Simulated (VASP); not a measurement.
# Sn (I4/mmm) in VASP: a series of runs

Sn is run at these levels: PBEsol+D3(BJ); tasks: single point.

Program: VASP 6.6.1. These are calculated values, not measurements. Logs are shortened: lines on timing, memory, paths and dates and some standing lists are left out, and cuts for length are marked.

## (1) The cell of the first run

It takes space group I4/mmm (No. 139, tetragonal). Conventional cell: a = 3.789 Å, b = 3.789 Å, c = 3.941 Å, α = 90.00°, β = 90.00°, γ = 90.00°. Sn (site symmetry 4/mmm) has 14 Sn at 3.33 to 3.94 Å within 4.4 Å.

## (2) Single point, PBEsol+D3(BJ) (strain +0.000 along x and y, +0.040 along z)

The input, INCAR:

```
SYSTEM = Sn
PREC     = Accurate       ! precision mode
ENCUT    = 520            ! plane-wave cutoff, eV
EDIFF    = 1E-7           ! SCF threshold, eV
ISMEAR   = 0              ! smearing method
SIGMA    = 0.15           ! smearing width, eV
LREAL    = .False.        ! projectors in reciprocal space
LASPH    = .True.         ! aspherical terms in the spheres
NELM     = 60             ! most SCF steps
ALGO     = Fast           ! electronic algorithm
ISIF     = 2              ! what is computed and relaxed
LWAVE    = .False.        ! write WAVECAR
LCHARG   = .False.        ! write CHGCAR
GGA      = PS             ! functional
IVDW     = 12             ! dispersion correction
NBANDS   = 13             ! bands
```

The input, KPOINTS:

```
regular mesh
0
Gamma
  18 18 18
  0 0 0
```

The input, POSCAR:

```
Sn
1.0
   -1.8946518192      1.8946518192      1.9704378920
    1.8946518192     -1.8946518192      1.9704378920
    1.8946518192      1.8946518192     -1.9704378920
Sn
1
Direct
    0.0000000000      0.0000000000      0.0000000000
```

Potentials or basis: VASP PAW PBE potentials, release 64 (Sn_d).

Started as:

```
$ cat potpaw_PBE.64/Sn_d/POTCAR > POTCAR
$ mpirun -np 1 vasp_std > vasp.out
```

OUTCAR:

```text
SYSTEM = Sn
   PREC = Accurate
   ENCUT = 520
   EDIFF = 1E-7
   ISMEAR = 0
   LREAL = .False.
   LASPH = .True.
   NELM = 60
   ISIF = 2
   GGA = PS
   IVDW = 12
 IVDW          = 12

 ion  position               nearest neighbor table
   1  0.000  0.000  0.000-

  LATTYP: Found a body centered tetragonal cell.
 ALAT       =     3.7893036384
 C/A-ratio  =     1.0400000000

  Lattice vectors:

 A1 = (  -1.8946518192,   1.8946518192,   1.9704378920)
 A2 = (   1.8946518192,  -1.8946518192,   1.9704378920)
 A3 = (   1.8946518192,   1.8946518192,  -1.9704378920)

Analysis of symmetry for initial positions (statically):
=====================================================================
 Subroutine PRICEL returns:
 Original cell was already a primitive cell.

 Routine SETGRP: Setting up the symmetry group for a
 body centered tetragonal supercell.

 Subroutine GETGRP returns: Found 16 space group operations
 (whereof 16 operations were pure point group operations)
 out of a pool of 16 trial point group operations.

The static configuration has the point symmetry D_4h.

Analysis of symmetry for dynamics (positions and initial velocities):
=====================================================================
 Subroutine PRICEL returns:
 Original cell was already a primitive cell.

 Routine SETGRP: Setting up the symmetry group for a
 body centered tetragonal supercell.

 Subroutine GETGRP returns: Found 16 space group operations
 (whereof 16 operations were pure point group operations)
 out of a pool of 16 trial point group operations.

The dynamic configuration has the point symmetry D_4h.

 Subroutine INISYM returns: Found 16 space group operations
 (whereof 16 operations are pure point group operations),
 and found     1 'primitive' translations

----------------------------------------------------------------------------------------

                                     Primitive cell

  volume of cell :      28.2932

  direct lattice vectors                    reciprocal lattice vectors
    -1.894651819  1.894651819  1.970437892     0.000000000  0.263900731  0.253750703
     1.894651819 -1.894651819  1.970437892     0.263900731  0.000000000  0.253750703
     1.894651819  1.894651819 -1.970437892     0.263900731  0.263900731  0.000000000

  length of vectors
     3.325963998  3.325963998  3.325963998     0.366105197  0.366105197  0.373211993

  position of ions in fractional coordinates (direct lattice)
     0.000000000  0.000000000  0.000000000

  ion indices of the primitive-cell ions
   primitive index   ion index
[... 83 lines left out ...]
   PSTRESS=    0.0 pullay stress
   NELECT =      14.0000    total number of electrons
   NUPDOWN=      -1.0000    fix difference up-down
   EMIN   =  10.00;   EMAX   =-10.00  energy-range for DOS
   EFERMI =   0.00;   METHOD = LEGACY
   ISMEAR =     0;   SIGMA  =   0.15  broadening in eV -4-tet -1-fermi 0-gaus
   EFERMI_NEDOS =   21; number of points for ismear=-14 and -15
   IALGO  =     68    algorithm
   IMIX   =      4    mixing-type and parameters
     AMIX     =   0.40;   BMIX     =  1.00
     AMIX_MAG =   1.60;   BMIX_MAG =  1.00
  volume/ion in A,a.u.               =      28.29       190.93
  Fermi-wavevector in a.u.,A,eV,Ry     =   1.294863  2.446935 22.812465  1.676669
  Thomas-Fermi vector in A             =   2.426419
   LORBIT       =      0    0 simple, 1 ext, 2 COOP (PROOUT), +10 PAW based schemes
   GGA     = PS    functional components
   LHFCALC =     F    Hartree Fock is set to
   AEXX    =    0.0000 exact exchange contribution
   IVDW    =    12    specifies the selected vdW correction
   LEPSILON=     F    determine dielectric tensor
   LRPA    =     F    only Hartree local field effects (RPA)
 non-spin polarized calculation
 RMM-DIIS sequential band-by-band and
 Gauss-broadening in eV      SIGMA  =   0.15
  energy-cutoff  :      520.00
  volume of cell :       28.29
 maximum number of plane-waves:       773
 NGX is ok and might be reduce to    28
   NGX = 13   NGY = 13   NGZ = 13

 number of electron      14.0000003 magnetization

 Free energy of the ion-electron system (eV)
  ---------------------------------------------------
  ext. energy  EPLUGINS =         0.00000000
  ---------------------------------------------------
  free energy    TOTEN  =        -4.20914116 eV

  energy without entropy =       -4.20311741  energy(sigma->0) =       -4.20612929

 E-fermi :   7.4612     XC(G=0): -10.3184

 val. band max:        7.4608337937   @ k =   0.5000   0.2778   0.0000
 cond. band min:       7.4783604592   @ k =  -0.2222  -0.3333   0.2222
 fundamental gap:      0.0175266655
 Fermi energy:         7.4611715614

 k-point     1 :       0.0000    0.0000    0.0000
  band No.  band energies     occupation
      1     -13.9750      2.00000
      2     -13.9750      2.00000
      3     -13.9674      2.00000
      4     -13.8592      2.00000
      5     -13.8412      2.00000
      6      -3.3602      2.00000
      7      14.9138      0.00000
      8      15.0870      0.00000
      9      15.0870      0.00000
     10      19.1753      0.00000
     11      19.6801      0.00000
     12      19.6883      0.00000
     13      19.6955      0.00000
[... 354 lines left out ...]
  band No.  band energies     occupation
      1     -13.9820      2.00000
      2     -13.9584      2.00000
      3     -13.9051      2.00000
      4     -13.8675      2.00000
      5     -13.8484      2.00000
      6      -2.5155      2.00000
      7      10.4025      0.00000
      8      12.9162      0.00000
      9      13.9175      0.00000
     10      17.0886      0.00000
     11      17.4566      0.00000
     12      18.7878      0.00000
     13      21.4562      0.00000

 [... further k-points ...]

------------------------ aborting loop because EDIFF is reached ----------------------------------------

 Edisp (eV)   -0.37309

 E8    (eV) :    -0.2629

  FORCE on cell =-STRESS in cart. coord.  units (eV):
  Direction    XX          YY          ZZ          XY          YZ          ZX
  --------------------------------------------------------------------------------------
  -------------------------------------------------------------------------------------
  Total      -1.07459    -1.07459    -0.95709     0.00000     0.00000     0.00000
  in kB     -60.85130   -60.85130   -54.19797     0.00000     0.00000     0.00000
  external pressure =      -58.63 kB  Pullay stress =        0.00 kB

 VOLUME and BASIS-vectors are now :
 -----------------------------------------------------------------------------
  energy-cutoff  :      520.00
  volume of cell :       28.29
      direct lattice vectors                 reciprocal lattice vectors
    -1.894651819  1.894651819  1.970437892     0.000000000  0.263900731  0.253750703
     1.894651819 -1.894651819  1.970437892     0.263900731  0.000000000  0.253750703
     1.894651819  1.894651819 -1.970437892     0.263900731  0.263900731  0.000000000

 POSITION                                       TOTAL-FORCE (eV/Angst)
 -----------------------------------------------------------------------------------
      0.00000      0.00000      0.00000         0.000000      0.000000      0.000000
 -----------------------------------------------------------------------------------
    total drift:                                0.000000      0.000000      0.000000

  FREE ENERGIE OF THE ION-ELECTRON SYSTEM (eV)
  ---------------------------------------------------
  free  energy   TOTEN  =        -4.5822300279 eV

  energy  without entropy=       -4.5762062779  energy(sigma->0) =       -4.57921815
```

OSZICAR:

```text
N       E                     dE             d eps       ncg     rms          rms(c)
DAV:   1     0.806901654873E+02    0.80690E+02   -0.71857E+03 12878   0.157E+03
DAV:   2     0.148203547808E+01   -0.79208E+02   -0.76856E+02 13240   0.339E+02
DAV:   3    -0.410749572488E+01   -0.55895E+01   -0.55698E+01 14999   0.732E+01
DAV:   4    -0.422432166058E+01   -0.11683E+00   -0.11680E+00 14628   0.113E+01
DAV:   5    -0.422838579078E+01   -0.40641E-02   -0.40640E-02 16296   0.207E+00    0.125E+00
RMM:   6    -0.421345996211E+01    0.14926E-01   -0.14878E-02 15757   0.161E+00    0.698E-01
RMM:   7    -0.420929731384E+01    0.41626E-02   -0.10071E-02 15536   0.119E+00    0.113E-01
RMM:   8    -0.420910191869E+01    0.19540E-03   -0.85884E-04 17228   0.437E-01    0.272E-02
RMM:   9    -0.420913789716E+01   -0.35978E-04   -0.36262E-04 19190   0.176E-01    0.235E-02
RMM:  10    -0.420913930456E+01   -0.14074E-05   -0.57729E-05 16536   0.113E-01    0.601E-03
RMM:  11    -0.420914049574E+01   -0.11912E-05   -0.29351E-05 19824   0.561E-02    0.747E-03
RMM:  12    -0.420914110031E+01   -0.60457E-06   -0.52794E-06 19676   0.217E-02    0.865E-03
RMM:  13    -0.420914116246E+01   -0.62143E-07   -0.66854E-07 14502   0.913E-03
   1 F= -.45822300E+01 E0= -.45792182E+01  d E =-.602375E-02
```

Wall time 2.7 min (1 thread of AMD EPYC 9R45 (Zen 5), shared host); peak memory 0.26 GiB.

Results:

```yaml
Free_energy: -4.5822 eV
Pressure: -5.9 GPa
Band_gap_on_the_k_mesh: zero (band 7 reaches 14.91 eV, above the bottom of band 8 at 5.15 eV)
Dispersion_energy_per_atom: -0.373 eV
```

Stress tensor (GPa, compression positive):
```
-6.09  0.00  0.00
 0.00 -6.09  0.00
 0.00  0.00 -5.42
```

Levels at points of the mesh, in eV from the Fermi level:
| k point | band 4 | band 5 | band 6 | band 7 | band 8 | band 9 | band 10 | band 11 |
| --- | --- | --- | --- | --- | --- | --- | --- | --- |
| (0.00, 0.00, 0.00) | -21.32 | -21.30 | -10.82 | 7.45 | 7.63 | 7.63 | 11.71 | 12.22 |
| (0.50, 0.00, 0.00) | -21.31 | -21.24 | -6.47 | -4.27 | 3.62 | 5.49 | 7.92 | 8.34 |
| (0.50, 0.50, 0.00) | -21.31 | -21.23 | -6.23 | -4.16 | 3.17 | 4.85 | 7.35 | 7.73 |
| (0.50, 0.50, 0.50) | -21.25 | -21.25 | -2.77 | -0.90 | -0.20 | -0.20 | 3.72 | 4.02 |

Caveat: the cell differs from its parent crystal (strain +0.000 along x and y, +0.040 along z); the PAW data sets were made with another functional, which shifts forces and pressure a little; spin-orbit coupling is left out, which moves the levels of the heavy elements; pairwise dispersion overbinds metals, which lowers pressure and volume.

## (3) Single point, PBEsol+D3(BJ) (strain +0.040 along x and y, +0.000 along z)

The input, INCAR:

```
PREC     = Accurate       # precision mode
ENCUT    = 520            # plane-wave cutoff, eV
EDIFF    = 1E-7           # SCF threshold, eV
ISMEAR   = 0              # smearing method
SIGMA    = 0.15           # smearing width, eV
LREAL    = F              # projectors in reciprocal space
LASPH    = T              # aspherical terms in the spheres
NELM     = 100            # most SCF steps
ALGO     = Fast           # electronic algorithm
ISIF     = 2              # what is computed and relaxed
LWAVE    = F              # write WAVECAR
LCHARG   = F              # write CHGCAR
GGA      = PS             # functional
IVDW     = 12             # dispersion correction
NBANDS   = 13             # bands
```

The input, KPOINTS:

```
Automatic mesh
0
Gamma
  18 18 18
```

The input, POSCAR:

```
Sn
1.0
   -1.9704378920      1.9704378920      1.8946518192
    1.9704378920     -1.9704378920      1.8946518192
    1.9704378920      1.9704378920     -1.8946518192
Sn
1
Direct
    0.0000000000      0.0000000000      0.0000000000
```

Potentials or basis: VASP PAW PBE potentials, release 64 (Sn_d).

Started as:

```
$ cat potpaw_PBE.64/Sn_d/POTCAR > POTCAR
$ mpirun -np 1 vasp_std > vasp.out
```

Run time: 2.4 min. Hardware: 1 thread of AMD EPYC 9R45 (Zen 5), shared host; peak memory 0.27 GiB.

The run converged. Its results:

* Free energy: -4.5372 eV
* Pressure: -7.1 GPa
* Band gap on the k mesh: zero (band 7 reaches 14.16 eV, above the bottom of band 8 at 4.83 eV)
* Dispersion energy per atom: -0.358 eV

Stress tensor (GPa, compression positive):
```
-6.82  0.00  0.00
 0.00 -6.82  0.00
 0.00  0.00 -7.53
```

Levels at points of the mesh, in eV from the Fermi level:
```tsv
k point	band 3	band 4	band 5	band 6	band 7	band 8	band 9	band 10	band 11	band 12
(0.00, 0.00, 0.00)	-21.41	-21.31	-21.29	-10.54	7.16	7.16	7.40	11.70	11.83	11.83
(0.50, 0.00, 0.00)	-21.31	-21.30	-21.23	-6.27	-4.00	3.20	4.93	7.34	7.81	14.32
(0.50, 0.50, 0.00)	-21.32	-21.31	-21.24	-6.50	-4.10	3.65	5.56	7.90	8.43	13.63
(0.50, 0.50, 0.50)	-21.25	-21.25	-21.24	-2.97	-0.61	-0.61	0.08	3.70	4.08	17.82
```

Caveat: the cell differs from its parent crystal (strain +0.040 along x and y, +0.000 along z); the PAW data sets were made with another functional, which shifts forces and pressure a little; spin-orbit coupling is left out, which moves the levels of the heavy elements; pairwise dispersion overbinds metals, which lowers pressure and volume.
